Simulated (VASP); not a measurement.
Set up this calculation in VASP 6.6.1, as the native input.

```yaml
Task: single point
Functional: PBE
Potentials_or_basis: VASP PAW PBE potentials, release 64 (Sb)
Cutoff: 520 eV
k_mesh: 18 × 18 × 18
Occupations: gaussian, width 0.1 eV
Spin: no spin polarisation
Dipole_correction: no
Further_INCAR_settings: ALGO = Normal; EDIFF = 1e-06; NBANDS = 8
```

The structure of Sb lies in POSCAR:

```
Sb
1.0
    3.1095603946      0.0000000000      0.0000000000
    0.0000000000      3.1095603946      0.0000000000
    0.0000000000      0.0000000000      3.1095455702
Sb
1
Direct
    0.0000000000      0.0000000000      0.0000000000
```

These files were run (other wordings do the same):

INCAR

```
SYSTEM = Sb
PREC = Accurate ; ENCUT = 520
EDIFF = 1E-6 ; ISMEAR = 0
SIGMA = 0.1 ; LREAL = .False.
LASPH = .True. ; NELM = 100
ALGO = Normal ; ISIF = 2
LWAVE = .False. ; LCHARG = .False.
GGA = PE ; NBANDS = 8
```

KPOINTS

```
regular mesh
0
Gamma
  18 18 18
  0 0 0
```

Potentials or basis: VASP PAW PBE potentials, release 64 (Sb).

The run is started by

```bash
$ cat potpaw_PBE.64/Sb/POTCAR > POTCAR
$ mpirun -np 1 vasp_std > vasp.out
```

It gave:

* Pressure: 0.0 GPa

Run time: 22 s on 1 thread of Intel Xeon 6975P-C, on a shared host, peak memory 0.17 GiB.
